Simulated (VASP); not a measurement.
# NiPt5 (P4/mmm) in VASP: notebook

NiPt5 is run at these levels: PBE; tasks: single point.

Program: VASP 6.6.1. These are calculated values, not measurements. Logs are shortened: lines on timing, memory, paths and dates and some standing lists are left out, and cuts for length are marked.

## 1. The cell of the first run

Symmetry: P4/mmm, No. 123, tetragonal system. Conventional cell: a = 2.775 Å, b = 2.775 Å, c = 11.571 Å, α = 90.00°, β = 90.00°, γ = 90.00°. Within 3.5 Å of Ni (site symmetry 4/mmm) lie 8 Pt at 2.62 Å and 4 Ni at 2.77 Å. Pt (site symmetry 4mm) has 17 Pt at 2.77 to 4.04 Å and 1 Ni at 3.77 Å within 4.1 Å. Pt (site symmetry 4/mmm) has 12 Pt at 2.77 to 2.82 Å within 3.7 Å. Within 3.5 Å of Pt (site symmetry 4mm) lie 4 Ni at 2.62 Å and 9 Pt at 2.77 to 3.46 Å.

## 2. Single point, PBE, collinear spin, ferromagnetic start

INCAR reads:

```
SYSTEM = NiPt5
  PREC = Accurate
  ENCUT = 520
  EDIFF = 1E-6
  ISMEAR = 0
  SIGMA = 0.1
  LREAL = .False.
  LASPH = .True.
  NELM = 150
  ALGO = Normal
  ISIF = 2
  LWAVE = .False.
  LCHARG = .False.
  ISPIN = 2
  MAGMOM = 2 0 0 0 0 0
  LORBIT = 11
  LMAXMIX = 4
  GGA = PE
  NBANDS = 43
```

KPOINTS reads:

```
Automatic mesh
0
Gamma
  6 6 2
  0 0 0
```

POSCAR reads:

```
NiPt5
1.0
    2.7746812950      0.0000000000      0.0000000000
    0.0000000000      2.7746812950      0.0000000000
    0.0000000000      0.0000000000     11.5711842178
Ni Pt
1 5
Direct
    0.0000000000      0.0000000000      0.5000000000
    0.0000000000      0.0000000000      0.8254523733
    0.5000000000      0.5000000000      0.0000000000
    0.0000000000      0.0000000000      0.1745476267
    0.5000000000      0.5000000000      0.3503109343
    0.5000000000      0.5000000000      0.6496890657
```

Potentials or basis: VASP PAW PBE potentials, release 64 (Ni, Pt).

Started as:

```bash
cat potpaw_PBE.64/Ni/POTCAR potpaw_PBE.64/Pt/POTCAR > POTCAR
mpirun -np 1 vasp_std > vasp.out
```

OUTCAR:

```text
SYSTEM = NiPt5
   PREC = Accurate
   ENCUT = 520
   EDIFF = 1E-6
   ISMEAR = 0
   LREAL = .False.
   LASPH = .True.
   NELM = 150
   ISIF = 2
   ISPIN = 2
   LORBIT = 11
   GGA = PE

 ion  position               nearest neighbor table
   1  0.000  0.000  0.500-   5 2.62   6 2.62   5 2.62   6 2.62   5 2.62   6 2.62   5 2.62   6 2.62

   2  0.000  0.000  0.825-   3 2.82   3 2.82   3 2.82   3 2.82   6 2.83   6 2.83   6 2.83   6 2.83

   3  0.500  0.500  0.000-   2 2.82   4 2.82   2 2.82   4 2.82   2 2.82   4 2.82   2 2.82   4 2.82

   4  0.000  0.000  0.175-   3 2.82   3 2.82   3 2.82   3 2.82   5 2.83   5 2.83   5 2.83   5 2.83

   5  0.500  0.500  0.350-   1 2.62   1 2.62   1 2.62   1 2.62   4 2.83   4 2.83   4 2.83   4 2.83
                             6 3.46
   6  0.500  0.500  0.650-   1 2.62   1 2.62   1 2.62   1 2.62   2 2.83   2 2.83   2 2.83   2 2.83
                             5 3.46

  LATTYP: Found a simple tetragonal cell.
 ALAT       =     2.7746812950
 C/A-ratio  =     4.1702750650

  Lattice vectors:

 A1 = (   2.7746812950,   0.0000000000,   0.0000000000)
 A2 = (   0.0000000000,   2.7746812950,   0.0000000000)
 A3 = (   0.0000000000,   0.0000000000,  11.5711842178)

Analysis of symmetry for initial positions (statically):
=====================================================================
 Subroutine PRICEL returns:
 Original cell was already a primitive cell.

 Routine SETGRP: Setting up the symmetry group for a
 simple tetragonal supercell.

 Subroutine GETGRP returns: Found 16 space group operations
 (whereof 16 operations were pure point group operations)
 out of a pool of 16 trial point group operations.

The static configuration has the point symmetry D_4h.

Analysis of symmetry for dynamics (positions and initial velocities):
=====================================================================
 Subroutine PRICEL returns:
 Original cell was already a primitive cell.

 Routine SETGRP: Setting up the symmetry group for a
 simple tetragonal supercell.

 Subroutine GETGRP returns: Found 16 space group operations
 (whereof 16 operations were pure point group operations)
 out of a pool of 16 trial point group operations.

The dynamic configuration has the point symmetry D_4h.

Analysis of structural, dynamic, and magnetic symmetry:
=====================================================================
 Subroutine PRICEL returns:
 Original cell was already a primitive cell.

 Routine SETGRP: Setting up the symmetry group for a
 simple tetragonal supercell.

[... 143 lines left out ...]
 NGX is ok and might be reduce to    24
   NGX = 11   NGY = 11   NGZ = 43

 number of electron      59.9999995 magnetization       1.4380784

 Free energy of the ion-electron system (eV)
  ---------------------------------------------------
  ext. energy  EPLUGINS =         0.00000000
  ---------------------------------------------------
  free energy    TOTEN  =       -36.37516298 eV

  energy without entropy =      -36.33029187  energy(sigma->0) =      -36.35272743

 E-fermi :  10.4308     XC(G=0): -13.2691

 val. band max:       10.4238000493   @ k =   0.5000   0.3333   0.0000
 cond. band min:      10.4317689166   @ k =   0.5000   0.3333   0.0000
 fundamental gap:      0.0079688674
 Fermi energy:        10.4307962107

 spin component 1

 k-point     1 :       0.0000    0.0000    0.0000
  band No.  band energies     occupation
      1       0.6852      1.00000
      2       1.9236      1.00000
      3       2.2313      1.00000
      4       3.7421      1.00000
      5       3.8171      1.00000
      6       4.2294      1.00000
[... 889 lines left out ...]
     41      18.7516      0.00000
     42      18.7516      0.00000
 Fermi energy:        10.4307962107

 spin component 2

 k-point     1 :       0.0000    0.0000    0.0000
  band No.  band energies     occupation
      1       0.6996      1.00000
      2       1.9410      1.00000
      3       2.2475      1.00000
      4       3.7745      1.00000
      5       3.8564      1.00000
      6       4.2988      1.00000
[... 889 lines left out ...]
     41      18.7929      0.00000
     42      18.7929      0.00000
 [bands above 42 left out]

------------------------ aborting loop because EDIFF is reached ----------------------------------------

  FORCE on cell =-STRESS in cart. coord.  units (eV):
  Direction    XX          YY          ZZ          XY          YZ          ZX
  --------------------------------------------------------------------------------------
  -------------------------------------------------------------------------------------
  Total       -0.2215675     -0.2215675     -0.3044494      0.0000000      0.0000000     -0.0000000
  in kB       -3.9848565     -3.9848565     -5.4754731      0.0000000      0.0000000     -0.0000000
  external PRESSURE =      -4.4817287 kB  Pullay stress =       0.0000000 kB

 VOLUME and BASIS-vectors are now :
 -----------------------------------------------------------------------------
  energy-cutoff  :      520.00
  volume of cell :       89.08
      direct lattice vectors                 reciprocal lattice vectors
     2.774681295  0.000000000  0.000000000     0.360401752  0.000000000  0.000000000
     0.000000000  2.774681295  0.000000000     0.000000000  0.360401752  0.000000000
     0.000000000  0.000000000 11.571184218     0.000000000  0.000000000  0.086421578

 POSITION                                       TOTAL-FORCE (eV/Angst)
 -----------------------------------------------------------------------------------
      0.00000      0.00000      5.78559        -0.000000      0.000000      0.000000
      0.00000      0.00000      9.55146         0.000000     -0.000000      0.003036
      1.38734      1.38734      0.00000        -0.000000      0.000000      0.000000
      0.00000      0.00000      2.01972        -0.000000     -0.000000     -0.003036
      1.38734      1.38734      4.05351        -0.000000     -0.000000      0.003080
      1.38734      1.38734      7.51767        -0.000000     -0.000000     -0.003080
 -----------------------------------------------------------------------------------
    total drift:                                0.000000     -0.000000     -0.000000

  FREE ENERGIE OF THE ION-ELECTRON SYSTEM (eV)
  ---------------------------------------------------
  free  energy   TOTEN  =       -36.3751629810 eV

  energy  without entropy=      -36.3302918707  energy(sigma->0) =      -36.35272743

 total charge

# of ion       s       p       d       tot
------------------------------------------
    1        0.435   0.460   8.295   9.189
    2        0.622   0.571   8.025   9.218
    3        0.622   0.577   8.019   9.218
    4        0.622   0.571   8.025   9.218
    5        0.654   0.589   8.021   9.264
    6        0.654   0.589   8.021   9.264
--------------------------------------------------
tot          3.609   3.356  48.406  55.370

 magnetization (x)

# of ion       s       p       d       tot
------------------------------------------
    1        0.000  -0.005   0.706   0.701
    2       -0.003  -0.003   0.093   0.087
    3       -0.001  -0.001   0.074   0.071
    4       -0.003  -0.003   0.093   0.087
    5       -0.005  -0.010   0.263   0.248
    6       -0.005  -0.010   0.263   0.248
--------------------------------------------------
tot         -0.017  -0.034   1.492   1.442
```

stdout:

```text
POSCAR found type information on POSCAR NiPt
 POSCAR found :  2 types and       6 ions
 scaLAPACK will be used
 LDA part: xc-table for (Slater+PW92), standard interpolation
 POSCAR, INCAR and KPOINTS ok, starting setup
 FFT: planning ... GRIDC
 FFT: planning ... GRID_SOFT
 FFT: planning ... GRID
 WAVECAR not read
 entering main loop
```

Run time: 5.3 min. Hardware: 1 thread of Intel Xeon Platinum 8375C at 2.90GHz (Ice Lake), shared host; peak memory 0.32 GiB.

Results:

| Quantity | Value |
| --- | --- |
| Free energy | -36.3752 eV |
| Pressure | -0.4 GPa |
| Largest force | 0.003 eV/Å |
| Net moment | 1.44 μB per cell |
| Site moments | Ni +0.70; Pt +0.09, +0.07, +0.25 (each value once) μB |
| Valence electrons inside the program's atomic spheres | Ni 9.19; Pt 9.22, 9.26 (each value once) |

Forces on the atoms (eV/Å):
```
Ni   0.000  0.000  0.000
Pt   0.000  0.000  0.003
Pt   0.000  0.000  0.000
Pt   0.000  0.000 -0.003
Pt   0.000  0.000  0.003
Pt   0.000  0.000 -0.003
```

Stress tensor (GPa, compression positive):
```
-0.40  0.00  0.00
 0.00 -0.40  0.00
 0.00  0.00 -0.55
```

Caveat: the k points lie up to 0.38 Å⁻¹ apart; spin-orbit coupling is left out, which moves the levels of the heavy elements.

## 3. Single point, PBE, collinear spin, ferromagnetic start

This run uses another cell than the first one, of 15.09 Å³/atom.

INCAR reads:

```
SYSTEM = NiPt5
ALGO     = Normal         ! electronic algorithm
EDIFF    = 1E-6           ! SCF threshold, eV
ENCUT    = 520            ! plane-wave cutoff, eV
GGA      = PE             ! functional
ISIF     = 2              ! what is computed and relaxed
ISMEAR   = 0              ! smearing method
ISPIN    = 2              ! spin polarisation
LASPH    = .TRUE.         ! aspherical terms in the spheres
LCHARG   = .FALSE.        ! write CHGCAR
LMAXMIX  = 4              ! l up to which the mixer works
LORBIT   = 11             ! projections on sites
LREAL    = .FALSE.        ! projectors in reciprocal space
LWAVE    = .FALSE.        ! write WAVECAR
MAGMOM   = 2 0 0 0 0 0    ! initial moments
NBANDS   = 43             ! bands
NELM     = 150            ! most SCF steps
PREC     = Accurate       ! precision mode
SIGMA    = 0.1            ! smearing width, eV
```

KPOINTS reads:

```
k-points
0
G
  6 6 2
  0 0 0
```

POSCAR reads:

```
NiPt5
1.0
    2.7739021700      0.0000000000      0.0000000000
    0.0000000000      2.7739021700      0.0000000000
    0.0000000000      0.0000000000     11.7686701900
Ni Pt
1 5
Direct
    0.0000000000      0.0000000000      0.5000000000
    0.0000000000      0.0000000000      0.8333333300
    0.5000000000      0.5000000000      0.0000000000
    0.0000000000      0.0000000000      0.1666666700
    0.5000000000      0.5000000000      0.3333333300
    0.5000000000      0.5000000000      0.6666666700
```

Potentials or basis: VASP PAW PBE potentials, release 64 (Ni, Pt).

Started as:

```bash
cat potpaw_PBE.64/Ni/POTCAR potpaw_PBE.64/Pt/POTCAR > POTCAR
mpirun -np 1 vasp_std > vasp.out
```

OUTCAR:

```text
SYSTEM = NiPt5
   EDIFF = 1E-6
   ENCUT = 520
   GGA = PE
   ISIF = 2
   ISMEAR = 0
   ISPIN = 2
   LASPH = .TRUE.
   LORBIT = 11
   LREAL = .FALSE.
   NELM = 150
   PREC = Accurate

 ion  position               nearest neighbor table
   1  0.000  0.000  0.500-   5 2.77   6 2.77   5 2.77   6 2.77   5 2.77   6 2.77   5 2.77   6 2.77

   2  0.000  0.000  0.833-   6 2.77   6 2.77   6 2.77   6 2.77   3 2.77   3 2.77   3 2.77   3 2.77

   3  0.500  0.500  0.000-   2 2.77   4 2.77   2 2.77   4 2.77   2 2.77   4 2.77   2 2.77   4 2.77

   4  0.000  0.000  0.167-   5 2.77   5 2.77   5 2.77   5 2.77   3 2.77   3 2.77   3 2.77   3 2.77

   5  0.500  0.500  0.333-   4 2.77   4 2.77   4 2.77   4 2.77   1 2.77   1 2.77   1 2.77   1 2.77

   6  0.500  0.500  0.667-   2 2.77   2 2.77   2 2.77   2 2.77   1 2.77   1 2.77   1 2.77   1 2.77

  LATTYP: Found a simple tetragonal cell.
 ALAT       =     2.7739021700
 C/A-ratio  =     4.2426406804

  Lattice vectors:

 A1 = (   2.7739021700,   0.0000000000,   0.0000000000)
 A2 = (   0.0000000000,   2.7739021700,   0.0000000000)
[... 2012 lines left out ...]
  -------------------------------------------------------------------------------------
  Total       -0.2857049     -0.2857049     -0.7462329      0.0000000      0.0000000      0.0000000
  in kB       -5.0549700     -5.0549700    -13.2030809      0.0000000      0.0000000      0.0000000
  external PRESSURE =      -7.7710070 kB  Pullay stress =       0.0000000 kB

 VOLUME and BASIS-vectors are now :
 -----------------------------------------------------------------------------
  energy-cutoff  :      520.00
  volume of cell :       90.55
      direct lattice vectors                 reciprocal lattice vectors
     2.773902170  0.000000000  0.000000000     0.360502981  0.000000000  0.000000000
     0.000000000  2.773902170  0.000000000     0.000000000  0.360502981  0.000000000
     0.000000000  0.000000000 11.768670190     0.000000000  0.000000000  0.084971368

 POSITION                                       TOTAL-FORCE (eV/Angst)
 -----------------------------------------------------------------------------------
      0.00000      0.00000      5.88434         0.000000      0.000000      0.000000
      0.00000      0.00000      9.80723         0.000000      0.000000     -0.040107
      1.38695      1.38695      0.00000         0.000000      0.000000      0.000000
      0.00000      0.00000      1.96145         0.000000      0.000000      0.040107
      1.38695      1.38695      3.92289        -0.000000     -0.000000      1.445010
      1.38695      1.38695      7.84578         0.000000     -0.000000     -1.445010
 -----------------------------------------------------------------------------------
    total drift:                                0.000000     -0.000000     -0.000000

  FREE ENERGIE OF THE ION-ELECTRON SYSTEM (eV)
  ---------------------------------------------------
  free  energy   TOTEN  =       -36.0485758257 eV

  energy  without entropy=      -35.9937134631  energy(sigma->0) =      -36.02114464

 total charge

# of ion       s       p       d       tot
------------------------------------------
    1        0.378   0.348   8.251   8.977
    2        0.638   0.611   8.041   9.290
    3        0.639   0.615   8.037   9.291
    4        0.638   0.611   8.041   9.290
    5        0.639   0.560   8.008   9.208
    6        0.639   0.560   8.008   9.208
--------------------------------------------------
tot          3.573   3.306  48.385  55.264

 magnetization (x)

# of ion       s       p       d       tot
------------------------------------------
    1       -0.001  -0.006   0.794   0.787
    2       -0.002  -0.005   0.183   0.176
    3       -0.001  -0.004   0.178   0.173
    4       -0.002  -0.005   0.183   0.176
    5       -0.004  -0.011   0.245   0.230
    6       -0.004  -0.011   0.245   0.230
--------------------------------------------------
tot         -0.013  -0.041   1.826   1.772
```

It took 6.2 min on 1 thread of Intel Xeon Platinum 8375C at 2.90GHz (Ice Lake), shared host; peak memory 0.32 GiB.

Results:

| Quantity | Value |
| --- | --- |
| Free energy | -36.0486 eV |
| Pressure | -0.8 GPa |
| Largest force | 1.445 eV/Å |
| Net moment | 1.75 μB per cell |
| Site moments | Ni +0.79; Pt +0.18, +0.17, +0.23 (each value once) μB |
| Valence electrons inside the program's atomic spheres | Ni 8.98; Pt 9.29, 9.21 (each value once) |

Forces in eV/Å, atoms in the order of the input:
```
Ni   0.000  0.000  0.000
Pt   0.000  0.000 -0.040
Pt   0.000  0.000  0.000
Pt   0.000  0.000  0.040
Pt   0.000  0.000  1.445
Pt   0.000  0.000 -1.445
```

Stress tensor (GPa, compression positive):
```
-0.51  0.00  0.00
 0.00 -0.51  0.00
 0.00  0.00 -1.32
```

Caveat: the k points lie up to 0.38 Å⁻¹ apart; spin-orbit coupling is left out, which moves the levels of the heavy elements; forces of over 1 eV/Å act on the atoms, so gaps and moduli don't describe the material at rest.
